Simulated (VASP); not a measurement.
**Al8Cu4P: single point with PBEsol**

Al8Cu4P, a slab with vacuum:

```xyz
13
Lattice="5.7427 0.0000 0.0000 -2.8713 6.3843 0.0000 0.0000 0.0000 16.4880" Properties=species:S:1:pos:R:3 pbc="T T T"
Al    0.8317    5.0603    3.1274
Al   -1.9780    5.2799    2.4939
Al    1.0681    1.7302    1.9935
Al    4.0324    1.2246    2.3154
Al    2.0411   -0.9651    5.3650
Al    5.2207   -2.7712    5.6298
Al   -2.2945    1.3009    4.7856
Al    0.4717    1.4614    4.8725
Cu    2.5880    3.1867    3.1395
Cu    2.8713    0.0000    1.0000
Cu   -0.6469    3.1921    3.5141
Cu   -0.3147   -0.6365    4.8320
P     5.4693    3.1876    6.3287
```

```yaml
Program: VASP 6.6.1
Task: single point
Functional: PBEsol
Potentials_or_basis: VASP PAW PBE potentials, release 64 (Al, Cu, P)
Cutoff: 520 eV
k_mesh: 2 × 2 × 1
Occupations: fermi-dirac, width 0.15 eV
Spin: no spin polarisation
Dipole_correction: no
Further_INCAR_settings: ALGO = Normal; EDIFF = 1e-07; NBANDS = 48
```

```
Largest force          : 1.971 eV/Å
Band gap on the k mesh : zero (an odd number of electrons rules out a gap without spin polarisation)
```

Forces in eV/Å, atoms in the order of the input:
```
Al   0.357  0.118 -0.575
Al   0.238  0.178  0.147
Al  -0.046 -0.606  0.076
Al   1.469  1.306  0.152
Al   0.102 -0.582 -0.207
Al  -0.689 -0.293  0.338
Al  -0.097 -0.463  0.584
Al   1.073  0.588 -0.020
Cu  -0.066  0.077  0.139
Cu  -1.579 -0.956  0.027
Cu  -0.115  0.137  0.134
Cu  -0.736 -0.098 -0.632
P    0.090  0.594 -0.165
```

Levels at points of the mesh, in eV from the Fermi level:
| k point | band 33 | band 34 | band 35 | band 36 | band 37 | band 38 | band 39 | band 40 |
| --- | --- | --- | --- | --- | --- | --- | --- | --- |
| (0.00, 0.00, 0.00) | -1.82 | -1.49 | -1.23 | -1.06 | -0.58 | 0.50 | 0.87 | 1.29 |
| (0.50, 0.00, 0.00) | -1.36 | -1.12 | -0.44 | 0.07 | 0.43 | 0.79 | 0.97 | 1.14 |
| (0.50, 0.50, 0.00) | -1.26 | -1.13 | -0.36 | 0.07 | 0.44 | 0.56 | 0.80 | 1.20 |
| (0.00, 0.50, 0.00) | -1.56 | -1.02 | -0.68 | -0.57 | -0.30 | -0.21 | -0.02 | 0.56 |

Wall time 2.8 min on 1 thread of AMD EPYC 9R45 96-Core Processor (Zen 5) (shared host), peak memory 0.67 GiB.

Caveat: the k points lie up to 0.60 Å⁻¹ apart, too coarse for converged energies and pressures of a metal; the atoms stand as in a frame of molecular dynamics; there is no dipole correction, which matters where the two faces differ; the PAW data sets were made with another functional, which shifts forces and pressure a little.
